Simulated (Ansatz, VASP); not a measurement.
# One calculation of TaF3, two programs

```
Ta F
1.0
     3.96499    0.00000    0.00000
     0.00000    3.96499    0.00000
     0.00000    0.00000    3.96499
Ta F
1 3
Direct
  0.00000 0.00000 0.00000
  0.50000 0.00000 0.00000
  0.00000 0.50000 0.00000
  0.00000 0.00000 0.50000
```

Alike in both runs: task relaxation of cell and atoms; functional r2SCAN; k mesh 5 × 5 × 5; no spin polarisation.

```csv
,VASP,Ansatz
version,VASP 6.6.1,Ansatz 0.2.0
potentials or method,"VASP PAW PBE potentials, release 64 (Ta_pv, F), cutoff 600 eV",PAW plane waves
occupations,"fermi-dirac, width 0.1 eV",fermi-dirac
valence electrons in the cell,32,34
```

```csv
,VASP,Ansatz,Ansatz less VASP
"gap on the k mesh at the Fermi level, each at its own relaxed structure (eV)",none,none,-
relaxed volume (Å³/atom),17.16,17.12,-0.037
relaxed cell length with the largest relative difference (Å),4.094,4.091,-0.0029
```

VASP's potentials were made for PBE, not for r2SCAN. A gap of «none» marks a metal or a gap that the smearing closes. VASP's potentials hold 32 valence electrons a cell and Ansatz's 34, so a difference there can come from the potentials and not from the codes.

Neither program's run includes spin-orbit coupling.
